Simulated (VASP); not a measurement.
## Cd5HgO6: single point with PBE

Cd5HgO6:

```
Cd Hg O
1.0
     2.38977   -7.24827    0.00000
     2.38977    7.24827    0.00000
     0.00000    0.00000    4.77566
Cd Hg O
5 1 6
Direct
  0.83197 0.16803 0.00000
  0.16803 0.83197 0.00000
  0.50000 0.50000 0.00000
  0.33374 0.66626 0.50000
  0.66626 0.33374 0.50000
  0.00000 0.00000 0.50000
  0.17169 0.82831 0.50000
  0.50000 0.50000 0.50000
  0.82831 0.17169 0.50000
  0.66473 0.33527 0.00000
  0.00000 0.00000 0.00000
  0.33527 0.66473 0.00000
```

- Program: VASP 6.6.1
- Task: single point
- Functional: PBE
- Potentials or basis: VASP PAW PBE potentials, release 64 (Cd, Hg, O)
- Cutoff: 520 eV
- k mesh: 4 × 4 × 4
- Occupations: gaussian, width 0.1 eV
- Spin: no spin polarisation
- Dipole correction: no
- Further INCAR settings: ALGO = Normal; EDIFF = 1e-07; NBANDS = 66

The pressure is 1.1 GPa. The largest force is 0.007 eV/Å. The band gap on the k mesh is zero (bands 54 and 55 overlap by 1.42 eV).

Forces in eV/Å, atoms in the order of the input:
```
Cd   0.000  0.004  0.000
Cd   0.000 -0.004  0.000
Cd   0.000  0.000  0.000
Cd   0.000 -0.007  0.000
Cd   0.000  0.007  0.000
Hg   0.000  0.000  0.000
O    0.000  0.004  0.000
O    0.000  0.000  0.000
O    0.000 -0.004  0.000
O    0.000  0.001  0.000
O    0.000  0.000  0.000
O    0.000 -0.001  0.000
```

Stress tensor (GPa, compression positive):
```
1.07 0.00 0.00
0.00 1.18 0.00
0.00 0.00 1.08
```

Levels at points of the mesh, in eV from the Fermi level:
```
           k point  band 51  band 52  band 53  band 54  band 55  band 56  band 57  band 58
(0.00, 0.00, 0.00)    -2.19    -1.74    -1.73    -1.71    -1.37     2.07     3.36     3.38
(0.50, 0.00, 0.00)    -1.50    -1.47    -0.73    -0.42     2.60     2.93     4.03     4.32
(0.50, 0.50, 0.00)    -1.96    -1.96    -1.76    -1.74     0.88     1.42     2.44     3.06
(0.00, 0.00, 0.50)    -1.16    -1.09    -1.00    -0.74     2.49     2.77     4.59     5.15
(0.50, 0.00, 0.50)    -0.54    -0.52    -0.37     0.05     3.79     3.81     3.85     4.26
(0.50, 0.50, 0.50)    -0.95    -0.87    -0.86    -0.51     2.82     3.39     3.52     3.58
```

Run time: 5.4 min on 1 thread of Intel(R) Xeon(R) Platinum 8259CL CPU @ 2.50GHz (Skylake/Cascade Lake), on a shared host, peak memory 0.46 GiB.

Caveat: spin-orbit coupling is left out, which moves the levels of the heavy elements.
